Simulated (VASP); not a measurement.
# CdSe: single point with PBE

The system is CdSe.

```
Cd Se
1.0
    -0.22727    3.25334    3.09841
     3.09841   -0.22727    3.09841
     2.87115    3.02607    0.00000
Cd Se
1 1
Direct
  0.00000 0.00000 0.00000
  0.75000 0.75000 0.75000
```

This cell differs from its parent crystal: engineering shear strain xz -0.1467, normal strain along z +0.0500.

```json
{
  "Program": "VASP 6.6.1",
  "Task": "single point",
  "Functional": "PBE",
  "Potentials or basis": "VASP PAW PBE potentials, release 64 (Cd, Se)",
  "Cutoff": "520 eV",
  "k mesh": "10 × 10 × 10",
  "Occupations": "gaussian, width 0.05 eV",
  "Spin": "no spin polarisation",
  "Dipole correction": "no",
  "Further INCAR settings": "ALGO = Normal; EDIFF = 1e-07; NBANDS = 16"
}
```

The pressure is -0.5 GPa. The largest force is 0.569 eV/Å and the band gap on the k mesh is 0.36 eV.

Forces in eV/Å, atoms in the order of the input:
```
Cd   0.000  0.000  0.569
Se   0.000  0.000 -0.569
```

Stress tensor (GPa, compression positive):
```
-0.15  4.62  0.00
 4.62 -0.95  0.00
 0.00  0.00 -0.41
```

Levels at points of the mesh, in eV from the valence-band top:
| k point | band 6 | band 7 | band 8 | band 9 | band 10 | band 11 | band 12 | band 13 |
| --- | --- | --- | --- | --- | --- | --- | --- | --- |
| (0.00, 0.00, 0.00) | -7.59 | -0.43 | -0.34 | 0.00 | 0.36 | 5.03 | 5.86 | 6.61 |
| (0.50, 0.00, 0.00) | -7.40 | -3.98 | -0.66 | -0.52 | 2.30 | 5.95 | 6.69 | 6.93 |
| (0.50, 0.50, 0.00) | -7.30 | -3.75 | -2.16 | -1.27 | 2.57 | 3.97 | 8.58 | 9.05 |
| (0.00, 0.00, 0.50) | -7.32 | -4.07 | -1.08 | -0.88 | 1.83 | 5.61 | 6.42 | 7.26 |
| (0.50, 0.00, 0.50) | -7.34 | -4.02 | -1.60 | -1.55 | 3.23 | 3.65 | 7.72 | 9.20 |
| (0.00, 0.50, 0.50) | -7.28 | -3.78 | -1.81 | -1.69 | 3.09 | 3.28 | 7.88 | 9.18 |

It took 2.8 min on 1 thread of AMD EPYC 9R45 96-Core Processor (Zen 5), on a shared host, peak memory 0.39 GiB.

Caveat: the cell differs from its parent crystal (engineering shear strain xz -0.1467, normal strain along z +0.0500); semilocal functionals underestimate gaps, and a narrow one can read as zero.
